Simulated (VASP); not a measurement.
Input of a VASP 6.6.1 run:

File INCAR:

```
SYSTEM = MgBe2Te3
PREC = Accurate
ENCUT = 600
EDIFF = 1E-7
ISMEAR = 0
SIGMA = 0.1
LREAL = .False.
LASPH = .True.
NELM = 100
ALGO = Normal
ISIF = 3
LWAVE = .False.
LCHARG = .False.
GGA = PE
IBRION = 2
NSW = 90
EDIFFG = -0.04
```

File KPOINTS:

```
regular mesh
0
Gamma
  3 3 4
  0 0 0
```

Contents of POSCAR:

```
MgBe2Te3
1.0
    5.9108584600      0.0000000000      0.0000000000
   -2.9554292300      5.1189535900      0.0000000000
    0.0000000000      0.0000000000      4.1516070100
Mg Be Te
1 2 3
Direct
    0.0000000000      0.0000000000      0.8888130200
    0.6666666700      0.3333333300      0.9631379800
    0.3333333300      0.6666666700      0.9631379800
    0.5000000000      0.5000000000      0.4595159900
    0.5000000000      0.0000000000      0.4595159900
    0.0000000000      0.5000000000      0.4595159900
```

Potentials or basis: VASP PAW PBE potentials, release 64 (Mg, Be, Te).

Command:

```sh
$ cat potpaw_PBE.64/Mg/POTCAR potpaw_PBE.64/Be/POTCAR potpaw_PBE.64/Te/POTCAR > POTCAR
$ mpirun -np 1 vasp_std > vasp.out
```

(1) Predict the relaxed cell.

(2) Estimate the space group after relaxing (to 0.05 Å).

(3) Predict the band gap on the k mesh.

Results:

(1) a = 7.708 Å, b = 7.708 Å, c = 3.209 Å, α = 90.00°, β = 90.00°, γ = 120.00°.

(2) P6mm (No. 183).

(3) zero (band 12 reaches 6.04 eV, above the bottom of band 13 at 3.59 eV).

Caveat: the k points lie up to 0.49 Å⁻¹ apart in the final cell; spin-orbit coupling is left out, which moves the levels of the heavy elements.
